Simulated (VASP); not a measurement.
Runs of VASP 6.6.1 on MoSe. The structure is that of space group Pm-3m (No. 221), or close to it. The cells are those of the table. 

```csv
cell,gap on the mesh (eV),pressure (GPa),moment (μB)
"a = 3.168 Å, 2 atoms",none,(a),0.00
"a = 3.302 Å, 2 atoms",none,(b),0.00
"a = 3.227 Å, 2 atoms",none,-17.4,0.00
"a = 3.391 Å, 2 atoms",none,-24.9,1.29
```

Alike in all rows: task single point; level PBEsol; potentials or basis VASP PAW PBE potentials, release 64 (Mo_sv, Se); spin collinear; k mesh 14 × 14 × 14; cutoff (eV) 520; smearing gaussian 0.1 eV.

Fill in the values left out.

(a) -10.0; (b) -23.9.

Caveats: the cell stands under tension; the PAW data sets were made with another functional, which shifts forces and pressure a little.

A k mesh can miss the band edges, and the runs leave out spin-orbit coupling on Mo, Se.

A gap of «none» marks levels without a gap at the run's occupations.
